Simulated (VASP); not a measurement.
Here is a VASP 6.6.1 calculation.

The input POSCAR:

```
InGaAs2
1.0
    4.2778806322      0.0000000000      0.0000000000
    0.0000000000      4.2778806322      0.0000000000
    0.0000000000      0.0000000000      5.8157011821
In Ga As
1 1 2
Direct
    0.0000000000      0.0000000000      0.5000000000
    0.5000000000      0.5000000000      0.0000000000
    0.5000000000      0.0000000000      0.7698110661
    0.0000000000      0.5000000000      0.2301889339
```

INCAR.step1

```
  ALGO = Normal
  EDIFF = 1E-4
  ENCUT = 520
  GGA = PE
  ISMEAR = 0
  LASPH = True
  LCHARG = False
  LREAL = False
  LWAVE = True
  NBANDS = 26
  NELM = 100
  PREC = Accurate
  SIGMA = 0.01
```

Contents of INCAR.step2:

```
  ALGO = Normal
  EDIFF = 1E-7
  ENCUT = 520
  ISIF = 2
  ISMEAR = 0
  ISTART = 1
  LASPH = True
  LCHARG = False
  LMIXTAU = True
  LREAL = False
  LWAVE = False
  METAGGA = R2SCAN
  NBANDS = 26
  NELM = 100
  PREC = Accurate
  SIGMA = 0.01
```

The input KPOINTS:

```
k-points
0
Gamma
  8 8 6
```

Potentials or basis: VASP PAW PBE potentials, release 64 (In_d, Ga_d, As).

Command:

```sh
$ cat potpaw_PBE.64/In_d/POTCAR potpaw_PBE.64/Ga_d/POTCAR potpaw_PBE.64/As/POTCAR > POTCAR
$ cp INCAR.step1 INCAR
$ mpirun -np 1 vasp_std > vasp.out
$ cp INCAR.step2 INCAR
$ mpirun -np 1 vasp_std > vasp.out
```

**Question.** Predict the band gap on the k mesh.

**Answer.** 0.03 eV.

**Question.** What does it give for the largest force?

**Answer.** 0.022 eV/Å.

Forces in eV/Å, atoms in the order of the input:
```
In   0.000  0.000  0.000
Ga   0.000  0.000  0.000
As   0.000  0.000 -0.022
As   0.000  0.000  0.022
```

Caveat: the cell differs from its parent crystal (biaxial strain in the a-b plane: +3.0 %); semilocal functionals underestimate gaps, and a narrow one can read as zero; the PAW data sets were made with another functional, which shifts forces and pressure a little; spin-orbit coupling is left out, which moves the levels of the heavy elements.
